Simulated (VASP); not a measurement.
AlCu5, 6 atoms in the cell. It takes space group P4/mmm (No. 123, tetragonal). The conventional cell has a = 2.656 Å, b = 2.656 Å, c = 11.269 Å, α = 90.00°, β = 90.00°, γ = 90.00°. Al (site symmetry 4/mmm) has 4 Al at 2.66 Å and 8 Cu at 2.66 Å within 3.5 Å. Within 3.5 Å of Cu (site symmetry 4mm) lie 12 Cu at 2.66 Å. Within 3.5 Å of Cu (site symmetry 4mm) lie 8 Cu at 2.66 Å and 4 Al at 2.66 Å. Within 3.5 Å of Cu (site symmetry 4/mmm) lie 12 Cu at 2.66 Å. 

| Property | Result |
| --- | --- |
| Program | VASP 6.6.1 |
| Task | single point |
| Functional | PBE |
| Potentials or basis | VASP PAW PBE potentials, release 64 (Al, Cu) |
| Cutoff | 520 eV |
| k mesh | 6 × 6 × 2 |
| Occupations | gaussian, width 0.1 eV |
| Spin | no spin polarisation |
| Dipole correction | no |
| Further INCAR settings | ALGO = Normal; EDIFF = 1e-06; NBANDS = 38 |

Potentials or basis: VASP PAW PBE potentials, release 64 (Al, Cu).

Run with:

```sh
$ cat potpaw_PBE.64/Al/POTCAR potpaw_PBE.64/Cu/POTCAR > POTCAR
$ mpirun -np 1 vasp_std > vasp.out
```

Hardware: 1 thread of Intel(R) Xeon(R) Platinum 8488C (Sapphire Rapids) (shared host).

Q: How long does it take, and how much memory?

A: Run time: 58 s on 1 thread of Intel(R) Xeon(R) Platinum 8488C (Sapphire Rapids), with other jobs on the host, peak memory 0.19 GiB. Counts: scf iterations 16, k points 20.
